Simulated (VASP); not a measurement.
TePb, 4 atoms in the cell. The structure is hexagonal, space group P6_3/mmc (No. 194). The conventional cell has a = 5.195 Å, b = 5.195 Å, c = 6.235 Å, α = 90.00°, β = 90.00°, γ = 120.00°. Pb (site symmetry -6m2) has 5 Te at 3.00 to 3.12 Å within 3.9 Å. Te (site symmetry -6m2) has 5 Pb at 3.00 to 3.12 Å within 3.9 Å. 

| Property | Result |
| --- | --- |
| Program | VASP 6.6.1 |
| Task | single point |
| Functional | PBE |
| Potentials or basis | VASP PAW PBE potentials, release 64 (Pb_d, Te) |
| Cutoff | 520 eV |
| k mesh | 9 × 9 × 5 |
| Occupations | fermi-dirac, width 0.1 eV |
| Spin | no spin polarisation |
| Dipole correction | no |
| Further INCAR settings | ALGO = Normal; EDIFF = 1e-06; NBANDS = 28 |

Potentials or basis: VASP PAW PBE potentials, release 64 (Pb_d, Te).

Command:

```bash
$ cat potpaw_PBE.64/Pb_d/POTCAR potpaw_PBE.64/Te/POTCAR > POTCAR
$ mpirun -np 1 vasp_std > vasp.out
```

Hardware: 1 thread of Intel Xeon 8259CL, on a shared host.

**Question.** Estimate the wall time of this run.

**Answer.** It took 4.9 min on 1 thread of Intel Xeon 8259CL, on a shared host, peak memory 0.32 GiB. Counts: scf iterations 15, k points 36.
